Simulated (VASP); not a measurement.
# NaP2 (P3_121) in VASP: further runs

NaP2 is run at these levels: PBE; tasks: relaxation of cell and atoms.

Program: VASP 6.6.1. These are calculated values, not measurements. Logs are shortened: lines on timing, memory, paths and dates and some standing lists are left out, and cuts for length are marked.

### 1 The cell of the first run

Symmetry: P3_121, No. 152, trigonal system. The conventional cell has a = 5.718 Å, b = 5.718 Å, c = 7.738 Å, α = 90.00°, β = 90.00°, γ = 120.00°. Within 4.1 Å of Na (site symmetry 2) lie 12 P at 2.96 to 3.92 Å and 4 Na at 4.01 Å. P (site symmetry 1) has 2 P at 2.14 to 2.20 Å within 2.8 Å.

### 2 Relaxation of cell and atoms, PBE

The input, INCAR:

```
PREC = Accurate
ENCUT = 600
EDIFF = 1E-6
ISMEAR = 0
SIGMA = 0.1
LREAL = F
LASPH = T
NELM = 80
ALGO = Normal
ISIF = 3
LWAVE = F
LCHARG = F
GGA = PE
IBRION = 2
NSW = 90
EDIFFG = -0.04
```

The input, KPOINTS:

```
regular mesh
0
Gamma
  6 6 2
```

The input, POSCAR:

```
NaP2
1.0
    5.7181241693      0.0000000000      0.0000000000
   -2.8590620847      4.9520407926      0.0000000000
    0.0000000000      0.0000000000      7.7375685149
Na P
3 6
Direct
    0.3878608722      0.0000000000      0.3333333333
    0.0000000000      0.3878608722      0.6666666667
    0.6121391278      0.6121391278      0.0000000000
    0.9874105476      0.2177749040      0.3044714082
    0.7822250960      0.7696356435      0.6378047415
    0.2303643565      0.0125894524      0.9711380748
    0.2177749040      0.9874105476      0.6955285918
    0.7696356435      0.7822250960      0.3621952585
    0.0125894524      0.2303643565      0.0288619252
```

Potentials or basis: VASP PAW PBE potentials, release 64 (Na_pv, P).

Run with:

```console
> cat potpaw_PBE.64/Na_pv/POTCAR potpaw_PBE.64/P/POTCAR > POTCAR
> mpirun -np 1 vasp_std > vasp.out
```

OUTCAR:

```text
PREC = Accurate
   ENCUT = 600
   EDIFF = 1E-6
   ISMEAR = 0
   LREAL = F
   LASPH = T
   NELM = 80
   ISIF = 3
   GGA = PE
   IBRION = 2
   NSW = 90
   EDIFFG = -0.04

 ion  position               nearest neighbor table
   1  0.388  0.000  0.333-
   2  0.000  0.388  0.667-
   3  0.612  0.612  0.000-
   4  0.987  0.218  0.304-   9 2.14   8 2.20
   5  0.782  0.770  0.638-   8 2.14   7 2.20
   6  0.230  0.013  0.971-   7 2.14   9 2.20
   7  0.218  0.987  0.696-   6 2.14   5 2.20
   8  0.770  0.782  0.362-   5 2.14   4 2.20
   9  0.013  0.230  0.029-   4 2.14   6 2.20

  LATTYP: Found a hexagonal cell.
 ALAT       =     5.7181241693
 C/A-ratio  =     1.3531655287

  Lattice vectors:

 A1 = (   5.7181241693,   0.0000000000,   0.0000000000)
 A2 = (  -2.8590620847,   4.9520407926,   0.0000000000)
 A3 = (   0.0000000000,   0.0000000000,   7.7375685149)

Analysis of symmetry for initial positions (statically):
=====================================================================
 Subroutine PRICEL returns:
 Original cell was already a primitive cell.

 Routine SETGRP: Setting up the symmetry group for a
 hexagonal supercell.

 Subroutine GETGRP returns: Found  6 space group operations
 (whereof  2 operations were pure point group operations)
 out of a pool of 24 trial point group operations.

The static configuration has the point symmetry C_2 .
 The point group associated with its full space group is D_3 .

Analysis of symmetry for dynamics (positions and initial velocities):
=====================================================================
 Subroutine PRICEL returns:
 Original cell was already a primitive cell.

 Routine SETGRP: Setting up the symmetry group for a
 hexagonal supercell.

 Subroutine GETGRP returns: Found  6 space group operations
 (whereof  2 operations were pure point group operations)
 out of a pool of 24 trial point group operations.

The dynamic configuration has the point symmetry C_2 .
 The point group associated with its full space group is D_3 .

 Subroutine INISYM returns: Found  6 space group operations
 (whereof  2 operations are pure point group operations),
 and found     1 'primitive' translations

----------------------------------------------------------------------------------------

                                     Primitive cell

  volume of cell :     219.1000

  direct lattice vectors                    reciprocal lattice vectors
     5.718124169  0.000000000  0.000000000     0.174882526  0.100968474  0.000000000
    -2.859062085  4.952040793  0.000000000     0.000000000  0.201936947  0.000000000
[... 93 lines left out ...]
   NFREE  =      1    steps in history (QN), initial steepest desc. (CG)
   ISIF   =      3    stress and relaxation
   ISYM   =      2    0-nonsym 1-usesym 2-fastsym
   POTIM  = 0.5000    time-step for ionic-motion
   TEBEG  =    0.0;   TEEND  =   0.0 temperature during run
   PSTRESS=    0.0 pullay stress
   NELECT =      51.0000    total number of electrons
   NUPDOWN=      -1.0000    fix difference up-down
   EMIN   =  10.00;   EMAX   =-10.00  energy-range for DOS
   EFERMI =   0.00;   METHOD = LEGACY
   ISMEAR =     0;   SIGMA  =   0.10  broadening in eV -4-tet -1-fermi 0-gaus
   EFERMI_NEDOS =   21; number of points for ismear=-14 and -15
   IALGO  =     38    algorithm
   IMIX   =      4    mixing-type and parameters
     AMIX     =   0.40;   BMIX     =  1.00
     AMIX_MAG =   1.60;   BMIX_MAG =  1.00
  volume/ion in A,a.u.               =      24.34       164.28
  Fermi-wavevector in a.u.,A,eV,Ry     =   1.007049  1.903047 13.798329  1.014149
  Thomas-Fermi vector in A             =   2.139830
   LORBIT       =      0    0 simple, 1 ext, 2 COOP (PROOUT), +10 PAW based schemes
   GGA     = PE    functional components
   LHFCALC =     F    Hartree Fock is set to
   AEXX    =    0.0000 exact exchange contribution
   IVDW    =     0    specifies the selected vdW correction
   LEPSILON=     F    determine dielectric tensor
   LRPA    =     F    only Hartree local field effects (RPA)
 conjugate gradient relaxation of ions
 non-spin polarized calculation
 Gauss-broadening in eV      SIGMA  =   0.10
  energy-cutoff  :      600.00
  volume of cell :      219.10
 maximum number of plane-waves:      7330
 NGX is ok and might be reduce to    48
   NGX = 23   NGY = 23   NGZ = 31

--------------------------------------- Ionic step        1  -------------------------------------------

 number of electron      50.9999999 magnetization

 Free energy of the ion-electron system (eV)
  ---------------------------------------------------
  ext. energy  EPLUGINS =         0.00000000
  ---------------------------------------------------
  free energy    TOTEN  =       -37.77744241 eV

  energy without entropy =      -37.74757651  energy(sigma->0) =      -37.76250946

------------------------ aborting loop because EDIFF is reached ----------------------------------------

  FORCE on cell =-STRESS in cart. coord.  units (eV):
  Direction    XX          YY          ZZ          XY          YZ          ZX
  --------------------------------------------------------------------------------------
  -------------------------------------------------------------------------------------
  Total       -0.4890044     -0.4890044      0.5273065      0.0000000      0.0000000      0.0000000
  in kB       -3.5758644     -3.5758644      3.8559500      0.0000000      0.0000000      0.0000000
  external PRESSURE =      -1.0985929 kB  Pullay stress =       0.0000000 kB
[... 110 lines left out ...]
  FREE ENERGIE OF THE ION-ELECTRON SYSTEM (eV)
  ---------------------------------------------------
  free  energy   TOTEN  =       -37.7817596648 eV

  energy  without entropy=      -37.7522745352  energy(sigma->0) =      -37.76701710

[... ionic steps 4 to 10 ...]

--------------------------------------- Ionic step       11  -------------------------------------------

 number of electron      51.0000006 magnetization

------------------------ aborting loop because EDIFF is reached ----------------------------------------
[... 81 lines left out ...]
--------------------------------------- Ionic step       13  -------------------------------------------

 number of electron      50.9999996 magnetization

 Free energy of the ion-electron system (eV)
  ---------------------------------------------------
  ext. energy  EPLUGINS =         0.00000000
  ---------------------------------------------------
  free energy    TOTEN  =       -37.80251202 eV

  energy without entropy =      -37.77712471  energy(sigma->0) =      -37.78981836

 E-fermi :   3.2251     XC(G=0):  -8.3282

 val. band max:        3.2206364802   @ k =   0.1667  -0.0000   0.0000
 cond. band min:       3.2592186403   @ k =   0.3333   0.1667   0.5000
 fundamental gap:      0.0385821601
 Fermi energy:         3.2251000118

 k-point     1 :       0.0000    0.0000    0.0000
  band No.  band energies     occupation
      1     -21.1587      2.00000
      2     -21.1571      2.00000
      3     -21.1571      2.00000
      4     -21.1503      2.00000
      5     -21.1503      2.00000
      6     -21.1467      2.00000
[... 487 lines left out ...]
  FREE ENERGIE OF THE ION-ELECTRON SYSTEM (eV)
  ---------------------------------------------------
  free  energy   TOTEN  =       -37.8025120180 eV

  energy  without entropy=      -37.7771247064  energy(sigma->0) =      -37.78981836

 reached required accuracy - stopping structural energy minimisation
```

CONTCAR:

```text
NaP2
   1.00000000000000
     5.6031226183883742    0.0000000000011601   -0.0000000000000000
    -2.8015613092421763    4.8524465280357996    0.0000000000000000
    -0.0000000000000000    0.0000000000000000    7.8444484250299240
  Na              P
     3     6
Direct
     0.3900584834123714    0.0000000000000000    0.3333333332999970
     0.0000000000000000    0.3900584834123715    0.6666666667000030
     0.6099415165876285    0.6099415165876284    0.0000000000000000
     0.9976331804383992    0.2222126667668675    0.3034741325403104
     0.7777873332331320    0.7754205135715372    0.6368074658403073
     0.2245794864284637    0.0023668195616008    0.9701407991403115
     0.2222126667668677    0.9976331804383995    0.6965258674596897
     0.7754205135715367    0.7777873332331314    0.3631925341596926
     0.0023668195616010    0.2245794864284636    0.0298592008596886

  0.00000000E+00  0.00000000E+00  0.00000000E+00
  0.00000000E+00  0.00000000E+00  0.00000000E+00
  0.00000000E+00  0.00000000E+00  0.00000000E+00
  0.00000000E+00  0.00000000E+00  0.00000000E+00
  0.00000000E+00  0.00000000E+00  0.00000000E+00
  0.00000000E+00  0.00000000E+00  0.00000000E+00
  0.00000000E+00  0.00000000E+00  0.00000000E+00
  0.00000000E+00  0.00000000E+00  0.00000000E+00
  0.00000000E+00  0.00000000E+00  0.00000000E+00
```

Run time: 7.8 min. Hardware: 1 thread of Intel Xeon 6975P-C (Granite Rapids), shared host; peak memory 0.44 GiB.

What came out:

| Property | Result |
| --- | --- |
| Free energy | -37.8025 eV |
| Relaxed volume | 23.70 Å³/atom |
| Relaxed cell | a = 5.603 Å, b = 5.603 Å, c = 7.844 Å, α = 90.00°, β = 90.00°, γ = 120.00° |
| Space group after relaxing (to 0.1 Å) | P3_121 (No. 152) |
| Energy gained by relaxing | 2.8 meV/atom |
| Ionic steps | 13 |
| Pressure after relaxing | -0.1 GPa |
| Largest force after relaxing | 0.032 eV/Å |
| Band gap on the k mesh | zero (an odd number of electrons rules out a gap without spin polarisation) |

Forces on the atoms (eV/Å):
```
Na   0.032  0.000  0.000
Na  -0.016  0.027  0.000
Na  -0.016 -0.027  0.000
P    0.014 -0.023  0.012
P    0.013  0.024  0.012
P   -0.027 -0.001  0.012
P   -0.027  0.001 -0.012
P    0.014  0.023 -0.012
P    0.013 -0.024 -0.012
```

Step by step:
```
step  energy change (eV)  largest force (eV/Å)  pressure (GPa)  volume (Å³)
   1              0.0000                0.0905           -0.11       219.10
   2             -0.0040                0.1035           -0.16       218.57
   3             -0.0043                0.1337           -0.18       218.39
   4             -0.0076                0.1271           -0.09       217.63
   5             -0.0144                0.1336            0.18       215.36
   6             -0.0132                0.2239            0.75       210.84
   7             -0.0164                0.1670            0.43       213.34
   8             -0.0191                0.1281            0.34       213.17
   9             -0.0230                0.0706            0.08       212.66
  10             -0.0231                0.0735            0.04       212.58
  11             -0.0234                0.0689            0.03       212.65
  12             -0.0242                0.0560           -0.01       212.86
  13             -0.0251                0.0316           -0.06       213.28
```

Final structure:
```
Na P
1.0
     5.60312    0.00000    0.00000
    -2.80156    4.85245    0.00000
     0.00000    0.00000    7.84445
Na P
3 6
Direct
  0.39006 0.00000 0.33333
  0.00000 0.39006 0.66667
  0.60994 0.60994 0.00000
  0.99763 0.22221 0.30347
  0.77779 0.77542 0.63681
  0.22458 0.00237 0.97014
  0.22221 0.99763 0.69653
  0.77542 0.77779 0.36319
  0.00237 0.22458 0.02986
```

Levels at points of the mesh, in eV from the Fermi level:
| k point | band 23 | band 24 | band 25 | band 26 | band 27 | band 28 |
| --- | --- | --- | --- | --- | --- | --- |
| (0.00, 0.00, 0.00) | -2.34 | -1.68 | -1.63 | -0.20 | -0.20 | 2.50 |
| (0.50, 0.00, 0.00) | -2.06 | -1.67 | -0.86 | 0.65 | 0.66 | 2.01 |
| (0.00, 0.00, 0.50) | -2.22 | -1.78 | -0.84 | -0.46 | -0.46 | 1.90 |
| (0.50, 0.00, 0.50) | -1.92 | -1.64 | 0.11 | 0.13 | 0.45 | 2.02 |

Caveat: the k points lie up to 0.40 Å⁻¹ apart in the final cell, too coarse for converged energies and pressures of a metal.

(Continued in part 2 of 2.)
